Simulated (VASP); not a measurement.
# K (P6_3/mmc) in VASP: further runs, part 2 of 2

VASP 6.6.1.

## Step 3: Single point, PBEsol (strain +0.0200 x Voigt [1, 1, 0, 0, 0, 0])

Input file INCAR:

```
PREC = Accurate
ENCUT = 520
EDIFF = 1E-6
ISMEAR = 0
SIGMA = 0.15
LREAL = False
LASPH = True
NELM = 100
ALGO = Normal
ISIF = 2
LWAVE = False
LCHARG = False
GGA = PS
NBANDS = 16
```

Input file KPOINTS:

```
Automatic mesh
0
Gamma
  12 12 6
```

Input file POSCAR:

```
K
1.0
    4.8576439408      0.0000000000      0.0000000000
   -2.4288219704      4.2068430553      0.0000000000
    0.0000000000      0.0000000000      7.8299713200
K
2
Direct
    0.3333333333      0.6666666667      0.2500000000
    0.6666666667      0.3333333333      0.7500000000
```

Potentials or basis: VASP PAW PBE potentials, release 64 (K_sv).

Launch:

```console
$ cat potpaw_PBE.64/K_sv/POTCAR > POTCAR
$ mpirun -np 1 vasp_std > vasp.out
```

OUTCAR:

```text
PREC = Accurate
   ENCUT = 520
   EDIFF = 1E-6
   ISMEAR = 0
   LREAL = False
   LASPH = True
   NELM = 100
   ISIF = 2
   GGA = PS

 ion  position               nearest neighbor table
   1  0.333  0.667  0.250-
   2  0.667  0.333  0.750-

  LATTYP: Found a hexagonal cell.
 ALAT       =     4.8576439408
 C/A-ratio  =     1.6118866297

  Lattice vectors:

 A1 = (   4.8576439408,   0.0000000000,   0.0000000000)
[... 641 lines left out ...]

 [... further k-points ...]

------------------------ aborting loop because EDIFF is reached ----------------------------------------

  FORCE on cell =-STRESS in cart. coord.  units (eV):
  Direction    XX          YY          ZZ          XY          YZ          ZX
  --------------------------------------------------------------------------------------
  -------------------------------------------------------------------------------------
  Total       -0.3718476     -0.3718476     -0.3189462     -0.0000000     -0.0000000      0.0000000
  in kB       -3.7233465     -3.7233465     -3.1936388     -0.0000000     -0.0000000      0.0000000
  external PRESSURE =      -3.5467773 kB  Pullay stress =       0.0000000 kB

 VOLUME and BASIS-vectors are now :
 -----------------------------------------------------------------------------
  energy-cutoff  :      520.00
  volume of cell :      160.01
      direct lattice vectors                 reciprocal lattice vectors
     4.857643941  0.000000000  0.000000000     0.205861115  0.118853970  0.000000000
    -2.428821970  4.206843055  0.000000000     0.000000000  0.237707941  0.000000000
     0.000000000  0.000000000  7.829971320     0.000000000  0.000000000  0.127714389

 POSITION                                       TOTAL-FORCE (eV/Angst)
 -----------------------------------------------------------------------------------
     -0.00000      2.80456      1.95749         0.000000      0.000000      0.000000
      2.42882      1.40228      5.87248        -0.000000     -0.000000      0.000000
 -----------------------------------------------------------------------------------
    total drift:                                0.000000     -0.000000      0.000000

  FREE ENERGIE OF THE ION-ELECTRON SYSTEM (eV)
  ---------------------------------------------------
  free  energy   TOTEN  =        -2.2560751784 eV

  energy  without entropy=       -2.2387536653  energy(sigma->0) =       -2.24741442
```

stdout:

```text
POSCAR found type information on POSCAR K
 POSCAR found :  1 types and       2 ions
 scaLAPACK will be used
 -----------------------------------------------------------------------------
|                                                                             |
|                                                                             |
|     You enforced a specific xc type in the INCAR file but a different       |
|     I HOPE YOU KNOW WHAT YOU ARE DOING!                                     |
|                                                                             |
 -----------------------------------------------------------------------------

 LDA part: xc-table for (Slater+PW92), standard interpolation
 POSCAR, INCAR and KPOINTS ok, starting setup
 FFT: planning ... GRIDC
 FFT: planning ... GRID_SOFT
 FFT: planning ... GRID
 WAVECAR not read
 entering main loop
```

It took 2.2 min on 1 thread of AMD EPYC 7R43 (Zen 3), shared host; peak memory 0.3 GiB.

What came out:

| Quantity | Value |
| --- | --- |
| Free energy | -2.2561 eV |
| Pressure | -0.4 GPa |
| Band gap on the k mesh | zero (band 9 reaches 0.85 eV, above the bottom of band 10 at -1.70 eV) |

Levels at points of the mesh, in eV from the Fermi level:
```csv
k point,band 5,band 6,band 7,band 8,band 9,band 10,band 11,band 12,band 13,band 14
"(0.00, 0.00, 0.00)",-15.56,-15.56,-15.56,-15.55,-2.04,0.36,0.56,3.98,3.98,4.14
"(0.50, 0.00, 0.00)",-15.58,-15.57,-15.57,-15.56,0.10,0.23,1.68,1.97,2.23,2.65
"(0.00, 0.00, 0.50)",-15.56,-15.56,-15.56,-15.56,-1.35,-1.35,2.75,2.75,4.02,4.02
"(0.50, 0.00, 0.50)",-15.57,-15.57,-15.57,-15.57,0.62,0.62,0.81,0.81,3.07,3.07
```

Caveat: the cell differs from its parent crystal (strain +0.0200 x Voigt [1, 1, 0, 0, 0, 0]); the PAW data sets were made with another functional, which shifts forces and pressure a little.

## Step 4: Single point, PBEsol (strain -0.0100 x Voigt [1, 1, 0, 0, 0, 0])

Input file INCAR:

```
PREC = Accurate
ENCUT = 520
EDIFF = 1E-6
ISMEAR = 0
SIGMA = 0.15
LREAL = F
LASPH = T
NELM = 100
ALGO = Normal
ISIF = 2
LWAVE = F
LCHARG = F
GGA = PS
NBANDS = 16
```

Input file KPOINTS:

```
regular mesh
0
Gamma
  12 12 6
```

Input file POSCAR:

```
K
1.0
    4.7147720602      0.0000000000      0.0000000000
   -2.3573860301      4.0831123772      0.0000000000
    0.0000000000      0.0000000000      7.8299713200
K
2
Direct
    0.3333333333      0.6666666667      0.2500000000
    0.6666666667      0.3333333333      0.7500000000
```

Launch:

```console
$ cat potpaw_PBE.64/K_sv/POTCAR > POTCAR
$ mpirun -np 1 vasp_std > vasp.out
```

Wall time 2.1 min (1 thread of AMD EPYC 7R43 (Zen 3), shared host); peak memory 0.29 GiB.

The run converged. Its results:

```yaml
Free_energy: -2.2714 eV
Pressure: -0.2 GPa
Band_gap_on_the_k_mesh: zero (band 9 reaches 0.99 eV, above the bottom of band 10 at -1.66 eV)
```

Stress tensor (GPa, compression positive):
```
-0.17  0.00  0.00
 0.00 -0.17  0.00
 0.00  0.00 -0.26
```

Levels at points of the mesh, in eV from the Fermi level:
| k point | band 6 | band 7 | band 8 | band 9 | band 10 | band 11 | band 12 | band 13 |
| --- | --- | --- | --- | --- | --- | --- | --- | --- |
| (0.00, 0.00, 0.00) | -15.51 | -15.51 | -15.51 | -2.12 | 0.28 | 0.50 | 4.08 | 4.10 |
| (0.50, 0.00, 0.00) | -15.53 | -15.52 | -15.52 | 0.15 | 0.28 | 1.64 | 1.98 | 2.26 |
| (0.00, 0.00, 0.50) | -15.51 | -15.51 | -15.51 | -1.43 | -1.43 | 2.67 | 2.67 | 4.15 |
| (0.50, 0.00, 0.50) | -15.52 | -15.52 | -15.52 | 0.64 | 0.64 | 0.86 | 0.86 | 3.07 |

Caveat: the cell differs from its parent crystal (strain -0.0100 x Voigt [1, 1, 0, 0, 0, 0]); the PAW data sets were made with another functional, which shifts forces and pressure a little.

## Step 5: The runs side by side

```csv
cell,gap on the mesh (eV),pressure (GPa)
"a = 4.846, b = 4.846, c = 7.830 Å, angles 90.0, 90.0, 120.0°, 2 atoms",none,-0.3
"a = 4.858, b = 4.858, c = 7.830 Å, angles 90.0, 90.0, 120.0°, 2 atoms",none,-0.4
"a = 4.715, b = 4.715, c = 7.830 Å, angles 90.0, 90.0, 120.0°, 2 atoms",none,-0.2
```

Alike in all rows: task single point; level PBEsol; potentials or basis VASP PAW PBE potentials, release 64 (K_sv); no spin polarisation; k mesh 12 × 12 × 6; cutoff (eV) 520; smearing gaussian 0.15 eV.

Caveats: the PAW data sets were made with another functional, which shifts forces and pressure a little.

Absolute energies hang on the potentials; compare differences alone.
